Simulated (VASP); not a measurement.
W:

```
CELL_PARAMETERS angstrom
-1.58234 1.58234 1.58234
1.58234 -1.58234 1.58234
1.58234 1.58234 -1.58234
ATOMIC_POSITIONS crystal
W 0.00000 0.00000 0.00000
```

| Quantity | Value |
| --- | --- |
| Program | VASP 6.6.1 |
| Task | relaxation of volume and atoms at fixed shape |
| Functional | PBEsol |
| Dispersion | D3(BJ) |
| Potentials or basis | VASP PAW PBE potentials, release 64 (W_sv) |
| Cutoff | 600 eV |
| k mesh | 11 × 11 × 11 |
| Occupations | gaussian, width 0.05 eV |
| Spin | no spin polarisation |

At the start: pressure -9.8 GPa; volume 15.85 Å³/atom.

Q: How do energy, volume and symmetry change on relaxing?

A: Over 4 steps the energy falls by 15.6 meV/atom and the volume is 15.36 Å³/atom (-3.1 %); space group Im-3m (No. 229, to 0.05 Å).

The path:
| step | energy change (eV) | largest force (eV/Å) | pressure (GPa) | volume (Å³) |
| --- | --- | --- | --- | --- |
| 1 | 0.0000 | 0.0000 | -9.83 | 15.85 |
| 2 | 0.2130 | 0.0000 | 49.47 | 13.72 |
| 3 | -0.0155 | 0.0000 | -0.64 | 15.39 |
| 4 | -0.0156 | 0.0000 | -0.10 | 15.36 |

Final structure:
```yaml
crystal:
  lattice:
    - [-1.56597, 1.56597, 1.56597]
    - [1.56597, -1.56597, 1.56597]
    - [1.56597, 1.56597, -1.56597]
  atoms:
    - { symbol: W, position: [0.00000, 0.00000, 0.00000] }
```

Caveat: the PAW data sets were made with another functional, which shifts forces and pressure a little; pairwise dispersion overbinds metals, which lowers pressure and volume.
